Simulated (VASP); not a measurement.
# KLaCdO3 in VASP: a series of runs

The runs below take KLaCdO3 through single point, with PBE.

Everything below comes from runs of VASP 6.6.1. Logs are shortened: lines on timing, memory, paths and dates and some standing lists are left out, and cuts for length are marked.

## (1) The cell of the first run

The cell holds a disordered packing, 12 atoms: a = 6.315 Å, b = 6.221 Å, c = 5.939 Å, α = 93.31°, β = 101.42°, γ = 92.85°.

## (2) Single point, PBE

The input, INCAR:

```
PREC = Accurate
ENCUT = 520
EDIFF = 1E-7
ISMEAR = 1
SIGMA = 0.0523
LREAL = False
LASPH = True
NELM = 60
ALGO = Normal
ISIF = 2
LWAVE = False
LCHARG = False
GGA = PE
NBANDS = 62
```

The input, KPOINTS:

```
Automatic mesh
0
Gamma
  3 3 3
```

The input, POSCAR:

```
KLaCdO3
1.0
    6.1612410000     -0.3632230000     -1.3377250000
   -0.0704600000      6.1967680000     -0.5455090000
    0.0944430000      0.1790490000      5.9359060000
La Cd K O
2 2 2 6
Direct
    0.3591069479      0.0234199224      0.4219128673
    0.7357638988      0.6607036512      0.6778319181
    0.4764189420      0.4491758461      0.2233623639
    0.0301361135      0.4941926754      0.3319246270
    0.8185519933      0.9107912736      0.2128506250
    0.9586857877      0.1659812094      0.7413874460
    0.1370301889      0.7182715379      0.0504578910
    0.0842049779      0.7891007669      0.5565672156
    0.3151765870      0.0391011280      0.8633266122
    0.5669267947      0.2792109706      0.7086453599
    0.6612644345      0.2902954574      0.0161120729
    0.1962691423      0.5376994917      0.9643363710
```

Potentials or basis: VASP PAW PBE potentials, release 64 (La, Cd, K_sv, O).

Command:

```console
> cat potpaw_PBE.64/La/POTCAR potpaw_PBE.64/Cd/POTCAR potpaw_PBE.64/K_sv/POTCAR potpaw_PBE.64/O/POTCAR > POTCAR
> mpirun -np 1 vasp_std > vasp.out
```

OUTCAR:

```text
PREC = Accurate
   ENCUT = 520
   EDIFF = 1E-7
   ISMEAR = 1
   LREAL = False
   LASPH = True
   NELM = 60
   ISIF = 2
   GGA = PE

 ion  position               nearest neighbor table
   1  0.359  0.023  0.422-  10 2.40   8 2.49   9 2.69   3 3.08   5 3.42   5 3.46   2 3.54   6 3.57
                             4 3.68
   2  0.736  0.661  0.678-   8 2.55  10 2.58   3 3.05   4 3.19   6 3.35   5 3.36   5 3.39   6 3.46
                             1 3.54
   3  0.476  0.449  0.223-  11 2.10  12 2.22   7 2.85   4 3.04   2 3.05   1 3.08   4 3.42   5 3.52

   4  0.030  0.494  0.332-   8 2.18   7 2.41  12 2.62  11 2.87   5 3.03   3 3.04   2 3.19   6 3.35
                             3 3.42   1 3.68   5 3.78
   5  0.819  0.911  0.213-   8 2.55   7 2.70  11 2.83   4 3.03   2 3.36   6 3.37   2 3.39   1 3.42
                             1 3.46   3 3.52   6 3.54   4 3.78
   6  0.959  0.166  0.741-   9 2.41  10 2.58   8 2.75  12 2.80  11 2.83   4 3.35   2 3.35   5 3.37
                             2 3.46   5 3.54   1 3.57
   7  0.137  0.718  0.050-  12 1.31   4 2.41   5 2.70   3 2.85
   8  0.084  0.789  0.557-   4 2.18   1 2.49   5 2.55   2 2.55   6 2.75
   9  0.315  0.039  0.863-   6 2.41   1 2.69
  10  0.567  0.279  0.709-  11 1.80   1 2.40   6 2.58   2 2.58
  11  0.661  0.290  0.016-  10 1.80   3 2.10   6 2.83   5 2.83   4 2.87
  12  0.196  0.538  0.964-   7 1.31   3 2.22   4 2.62   6 2.80

  LATTYP: Found a triclinic cell.
 ALAT       =     8.8458394381
 B/A-ratio  =     0.7032833502
 C/A-ratio  =     1.0724973003
 COS(alpha) =     0.0030502974
 COS(beta)  =     0.5109494146
 COS(gamma) =     0.7420835609

  Lattice vectors:

 A1 = (  -0.1649030000,   6.0177190000,  -6.4814150000)
 A2 = (  -0.0704600000,   6.1967680000,  -0.5455090000)
 A3 = (   6.0667980000,  -0.5422720000,  -7.2736310000)

Analysis of symmetry for initial positions (statically):
=====================================================================
 Subroutine PRICEL returns:
 Original cell was already a primitive cell.

 Routine SETGRP: Setting up the symmetry group for a
 triclinic supercell.

 Subroutine GETGRP returns: Found  1 space group operations
 (whereof  1 operations were pure point group operations)
 out of a pool of  2 trial point group operations.

The static configuration has the point symmetry C_1 .

Analysis of symmetry for dynamics (positions and initial velocities):
=====================================================================
[... 129 lines left out ...]
   PSTRESS=    0.0 pullay stress
   NELECT =     100.0000    total number of electrons
   NUPDOWN=      -1.0000    fix difference up-down
   EMIN   =  10.00;   EMAX   =-10.00  energy-range for DOS
   EFERMI =   0.00;   METHOD = LEGACY
   ISMEAR =     1;   SIGMA  =   0.05  broadening in eV -4-tet -1-fermi 0-gaus
   EFERMI_NEDOS =   21; number of points for ismear=-14 and -15
   IALGO  =     38    algorithm
   IMIX   =      4    mixing-type and parameters
     AMIX     =   0.40;   BMIX     =  1.00
     AMIX_MAG =   1.60;   BMIX_MAG =  1.00
  volume/ion in A,a.u.               =      18.99       128.16
  Fermi-wavevector in a.u.,A,eV,Ry     =   1.244018  2.350854 21.056124  1.547581
  Thomas-Fermi vector in A             =   2.378303
   LORBIT       =      0    0 simple, 1 ext, 2 COOP (PROOUT), +10 PAW based schemes
   GGA     = PE    functional components
   LHFCALC =     F    Hartree Fock is set to
   AEXX    =    0.0000 exact exchange contribution
   IVDW    =     0    specifies the selected vdW correction
   LEPSILON=     F    determine dielectric tensor
   LRPA    =     F    only Hartree local field effects (RPA)
 non-spin polarized calculation
 Methfessel and Paxton  Order N= 1 SIGMA  =   0.05
  energy-cutoff  :      520.00
  volume of cell :      227.90
 maximum number of plane-waves:      6155
   NGX = 23   NGY = 23   NGZ = 23

 number of electron     100.0000000 magnetization

 Free energy of the ion-electron system (eV)
  ---------------------------------------------------
  ext. energy  EPLUGINS =         0.00000000
  ---------------------------------------------------
  free energy    TOTEN  =       -49.82963074 eV

  energy without entropy =      -49.83025947  energy(sigma->0) =      -49.82984032

 E-fermi :   3.9351     XC(G=0):  -9.6129

 val. band max:        3.9344901855   @ k =  -0.3333   0.3333  -0.0000
 cond. band min:       3.9543096585   @ k =   0.0000  -0.0000   0.3333
 fundamental gap:      0.0198194730
 Fermi energy:         3.9351277685

 k-point     1 :       0.0000    0.0000    0.0000
  band No.  band energies     occupation
      1     -29.6195      2.00000
      2     -28.8662      2.00000
      3     -27.3250      2.00000
      4     -26.0886      2.00000
      5     -20.4280      2.00000
      6     -15.4206      2.00000
[... 899 lines left out ...]
     61       5.5140      0.00000
     62       5.6665      0.00000

------------------------ aborting loop because EDIFF is reached ----------------------------------------

  FORCE on cell =-STRESS in cart. coord.  units (eV):
  Direction    XX          YY          ZZ          XY          YZ          ZX
  --------------------------------------------------------------------------------------
  -------------------------------------------------------------------------------------
  Total        1.4960810      8.9676575      1.2823723     -5.4974010      0.7058730      1.3178389
  in kB       10.5177170     63.0442351      9.0153065    -38.6477117      4.9624130      9.2646429
  external PRESSURE =      27.5257529 kB  Pullay stress =       0.0000000 kB

 VOLUME and BASIS-vectors are now :
 -----------------------------------------------------------------------------
  energy-cutoff  :      520.00
  volume of cell :      227.90
      direct lattice vectors                 reciprocal lattice vectors
     6.161241000 -0.363223000 -1.337725000     0.161830252  0.001609147 -0.002623332
    -0.070460000  6.196768000 -0.545509000     0.008409564  0.161030695 -0.004991085
     0.094443000  0.179049000  5.935906000     0.037243155  0.015161340  0.167416401

 POSITION                                       TOTAL-FORCE (eV/Angst)
 -----------------------------------------------------------------------------------
      2.25074      0.09023      2.01127        -1.393867     -0.146066      2.601819
      4.55068      3.94835      2.67888         1.478080     -2.206522      2.226256
      2.92478      2.65039      0.44351        -0.157536      0.669286     -0.342453
      0.18220      3.11088      1.66037         0.361922     -1.587519     -0.274602
      4.99922      5.38476     -0.32838        -0.453196      1.068952     -1.136382
      5.96502      0.81307      3.02780         0.624973      0.390240      0.717481
      0.79843      4.41022     -0.27562        -2.568805      4.556448      1.869140
      0.51577      4.95894      2.76063        -1.517087      0.493763     -0.321865
      2.02066      0.28240      4.68168         0.761169     -0.756908     -0.335516
      3.54023      1.65117      3.29575         0.535188      1.044805     -2.049846
      4.05528      1.56159     -0.94731         1.687527      0.266094     -0.625214
      1.26245      3.43337      5.16834         0.641630     -3.792573     -2.328820
 -----------------------------------------------------------------------------------
    total drift:                               -0.001352      0.001691     -0.000267

  FREE ENERGIE OF THE ION-ELECTRON SYSTEM (eV)
  ---------------------------------------------------
  free  energy   TOTEN  =       -49.8296307405 eV

  energy  without entropy=      -49.8302594693  energy(sigma->0) =      -49.82984032
```

OSZICAR:

```text
N       E                     dE             d eps       ncg     rms          rms(c)
DAV:   1     0.138237328090E+04    0.13824E+04   -0.41599E+04  1780   0.216E+03
DAV:   2     0.291743170257E+03   -0.10906E+04   -0.99759E+03  1842   0.527E+02
DAV:   3     0.848438497310E+01   -0.28326E+03   -0.26653E+03  2158   0.243E+02
[... 18 lines left out ...]
DAV:  22    -0.498296353848E+02    0.57524E-05   -0.26259E-05  2960   0.298E-02    0.116E-02
DAV:  23    -0.498296317232E+02    0.36616E-05   -0.80212E-06  2680   0.187E-02    0.445E-03
DAV:  24    -0.498296309601E+02    0.76310E-06   -0.32017E-06  2704   0.964E-03    0.186E-03
DAV:  25    -0.498296308127E+02    0.14736E-06   -0.30493E-07  1624   0.277E-03    0.673E-04
DAV:  26    -0.498296307405E+02    0.72203E-07   -0.49862E-08  1456   0.206E-03
   1 F= -.49829631E+02 E0= -.49829840E+02  d E =0.628729E-03
```

stdout:

```text
POSCAR found type information on POSCAR LaCdK O
 POSCAR found :  4 types and      12 ions
 scaLAPACK will be used
 LDA part: xc-table for (Slater+PW92), standard interpolation
 POSCAR, INCAR and KPOINTS ok, starting setup
 FFT: planning ... GRIDC
 FFT: planning ... GRID_SOFT
 FFT: planning ... GRID
 WAVECAR not read
 entering main loop
```

Wall time 5.7 min (1 thread of Intel Xeon Platinum 8488C (Sapphire Rapids), shared host); peak memory 0.42 GiB.

Results:

| Quantity | Value |
| --- | --- |
| Free energy | -49.8296 eV |
| Pressure | 2.8 GPa |
| Largest force | 5.555 eV/Å |
| Band gap on the k mesh | zero (bands 50 and 51 overlap by 0.04 eV) |

Forces in eV/Å, atoms in the order of the input:
```
La  -1.394 -0.146  2.602
La   1.478 -2.207  2.226
Cd  -0.158  0.669 -0.342
Cd   0.362 -1.588 -0.275
K   -0.453  1.069 -1.136
K    0.625  0.390  0.717
O   -2.569  4.556  1.869
O   -1.517  0.494 -0.322
O    0.761 -0.757 -0.336
O    0.535  1.045 -2.050
O    1.688  0.266 -0.625
O    0.642 -3.793 -2.329
```

Stress tensor (GPa, compression positive):
```
 1.05 -3.86  0.93
-3.86  6.30  0.50
 0.93  0.50  0.90
```

Levels at points of the mesh, in eV from the Fermi level:
| k point | band 46 | band 47 | band 48 | band 49 | band 50 | band 51 | band 52 | band 53 | band 54 | band 55 |
| --- | --- | --- | --- | --- | --- | --- | --- | --- | --- | --- |
| (0.00, 0.00, 0.00) | -1.13 | -0.94 | -0.44 | -0.36 | -0.24 | 0.16 | 0.35 | 0.59 | 1.13 | 1.23 |

Caveat: the k points lie up to 0.36 Å⁻¹ apart; spin-orbit coupling is left out, which moves the levels of the heavy elements.

## (3) Single point, PBE

This run uses another cell than the first one, of 19.96 Å³/atom.

The input, INCAR:

```
SYSTEM = KLaCdO3
PREC     = Accurate       ! precision mode
ENCUT    = 520            ! plane-wave cutoff, eV
EDIFF    = 1E-6           ! SCF threshold, eV
ISMEAR   = 1              ! smearing method
SIGMA    = 0.0523         ! smearing width, eV
LREAL    = .False.        ! projectors in reciprocal space
LASPH    = .True.         ! aspherical terms in the spheres
NELM     = 100            ! most SCF steps
ALGO     = Normal         ! electronic algorithm
ISIF     = 2              ! what is computed and relaxed
LWAVE    = .False.        ! write WAVECAR
LCHARG   = .False.        ! write CHGCAR
GGA      = PE             ! functional
NBANDS   = 62             ! bands
```

The input, KPOINTS:

```
Automatic mesh
0
Gamma
  3 3 3
  0 0 0
```

The input, POSCAR:

```
KLaCdO3
1.0
    6.2644520000     -0.3693070000     -1.3601340000
   -0.0716410000      6.3005750000     -0.5546470000
    0.0960250000      0.1820490000      6.0353430000
La Cd K O
2 2 2 6
Direct
    0.3479839947      0.0282378481      0.4388227646
    0.7490771435      0.6503110810      0.6851874668
    0.4864752265      0.4460689854      0.2216414743
    0.0274562296      0.4851877890      0.3264160965
    0.8090181539      0.9169374729      0.2047896393
    0.9522699731      0.1513439623      0.7486060431
    0.0669920435      0.7468156795      0.0411890811
    0.0210032421      0.8068681501      0.5092219651
    0.3346661400      0.0463129047      0.8287418146
    0.5742748289      0.3210324643      0.6079769474
    0.6935847209      0.3415848409      0.0061784671
    0.1687091158      0.5168994512      0.9773396035
```

Potentials or basis: VASP PAW PBE potentials, release 64 (La, Cd, K_sv, O).

Command:

```console
> cat potpaw_PBE.64/La/POTCAR potpaw_PBE.64/Cd/POTCAR potpaw_PBE.64/K_sv/POTCAR potpaw_PBE.64/O/POTCAR > POTCAR
> mpirun -np 1 vasp_std > vasp.out
```

Wall time 4.8 min (1 thread of Intel Xeon Platinum 8488C (Sapphire Rapids), shared host); peak memory 0.44 GiB.

Results (log left out):

```yaml
Free_energy: -54.4460 eV
Pressure: -1.7 GPa
Largest_force: 3.651 eV/Å
Band_gap_on_the_k_mesh: 0.08 eV (least direct gap 0.14 eV)
```

Forces in eV/Å, atoms in the order of the input:
```
La  -1.152  0.288  3.452
La   1.417 -1.863  2.504
Cd  -0.392 -0.011 -1.321
Cd   0.164 -0.643 -1.174
K   -1.750  1.562 -1.681
K    0.547  0.407  0.850
O    0.269 -2.061 -0.870
O   -0.348 -0.803  1.256
O    0.850 -0.550 -2.045
O    0.153  0.393 -2.486
O    1.229  1.204  1.198
O   -0.987  2.076  0.316
```

Stress tensor (GPa, compression positive):
```
-1.26 -1.30  0.94
-1.30 -2.82 -1.62
 0.94 -1.62 -0.96
```

Levels at points of the mesh, in eV from the valence-band top:
```tsv
k point	band 47	band 48	band 49	band 50	band 51	band 52	band 53	band 54
(0.00, 0.00, 0.00)	-1.01	-0.89	-0.67	-0.02	0.64	0.94	1.13	1.77
```

Caveat: spin-orbit coupling is left out, which moves the levels of the heavy elements.

## (4) Single point, PBE

This run uses another cell than the first one, of 21.81 Å³/atom.

The input, INCAR:

```
PREC     = Accurate       # precision mode
ENCUT    = 520            # plane-wave cutoff, eV
EDIFF    = 1E-6           # SCF threshold, eV
ISMEAR   = 1              # smearing method
SIGMA    = 0.0523         # smearing width, eV
LREAL    = F              # projectors in reciprocal space
LASPH    = T              # aspherical terms in the spheres
NELM     = 80             # most SCF steps
ALGO     = Normal         # electronic algorithm
ISIF     = 2              # what is computed and relaxed
LWAVE    = F              # write WAVECAR
LCHARG   = F              # write CHGCAR
GGA      = PE             # functional
NBANDS   = 62             # bands
```

The input, KPOINTS:

```
Automatic mesh
0
Gamma
  3 3 3
```

The input, POSCAR:

```
KLaCdO3
1.0
    6.4516780000     -0.3803450000     -1.4007850000
   -0.0737820000      6.4888800000     -0.5712240000
    0.0988950000      0.1874900000      6.2157210000
La Cd K O
2 2 2 6
Direct
    0.3337898437      0.0354668437      0.4607030011
    0.7642200179      0.6348705793      0.7044496125
    0.4965707928      0.4442268183      0.2135404626
    0.0279516989      0.4814433892      0.3145709627
    0.7882892122      0.9540740775      0.1745621650
    0.9578833057      0.1498486706      0.7589209238
    0.0195938898      0.7139780839      0.0247764087
   -0.0429209104      0.8079577305      0.4940556179
    0.3866985339      0.0206975821      0.7541401008
    0.6118717903      0.3562621592      0.4788307457
    0.7403245611      0.4168084663      0.0348478543
    0.1321502041      0.5396741942      0.9922106986
```

Command:

```console
> cat potpaw_PBE.64/La/POTCAR potpaw_PBE.64/Cd/POTCAR potpaw_PBE.64/K_sv/POTCAR potpaw_PBE.64/O/POTCAR > POTCAR
> mpirun -np 1 vasp_std > vasp.out
```

It took 4.8 min on 1 thread of Intel Xeon Platinum 8488C (Sapphire Rapids), shared host; peak memory 0.46 GiB.

The run converged. Its results:

* Free energy: -57.2991 eV
* Pressure: 4.6 GPa
* Largest force: 8.103 eV/Å
* Band gap on the k mesh: 0.40 eV

Forces in eV/Å, atoms in the order of the input:
```
La  -1.195  0.138 -3.466
La   0.685 -0.920  1.068
Cd  -3.509  2.471 -6.873
Cd  -0.008 -0.383  0.239
K   -0.628  0.576 -0.542
K    0.306  0.401  0.401
O   -0.222  2.637 -0.174
O   -0.184 -0.225  0.870
O    1.291 -0.373  3.877
O    2.951 -2.962  6.484
O   -0.560 -0.009 -0.567
O    1.073 -1.350 -1.317
```

Stress tensor (GPa, compression positive):
```
 0.50 -1.27  3.32
-1.27  0.41 -2.00
 3.32 -2.00 13.02
```

Levels at points of the mesh, in eV from the valence-band top:
| k point | band 48 | band 49 | band 50 | band 51 | band 52 | band 53 |
| --- | --- | --- | --- | --- | --- | --- |
| (0.00, 0.00, 0.00) | -1.40 | -0.97 | -0.44 | 1.13 | 1.57 | 1.81 |

Caveat: spin-orbit coupling is left out, which moves the levels of the heavy elements.

## (5) Summary

```tsv
cell	gap on the mesh (eV)	pressure (GPa)	largest force (eV/Å)
a = 6.315, b = 6.221, c = 5.939 Å, angles 93.3, 101.4, 92.9°, 12 atoms, atomic positions A	none	2.8	5.55
a = 6.421, b = 6.325, c = 6.039 Å, angles 93.3, 101.4, 92.9°, 12 atoms, atomic positions B	0.08	-1.7	3.65
a = 6.613, b = 6.514, c = 6.219 Å, angles 93.3, 101.4, 92.9°, 12 atoms, atomic positions C	0.40	4.6	8.10
```

Alike in all rows: task single point; level PBE; potentials or basis VASP PAW PBE potentials, release 64 (La, Cd, K_sv, O); no spin polarisation; k mesh 3 × 3 × 3; cutoff (eV) 520; smearing methfessel-paxton 0.0523 eV.

Caveats: some runs use coarse meshes; spin-orbit coupling is left out, which moves the levels of the heavy elements.

Absolute energies hang on the potentials; compare differences alone.
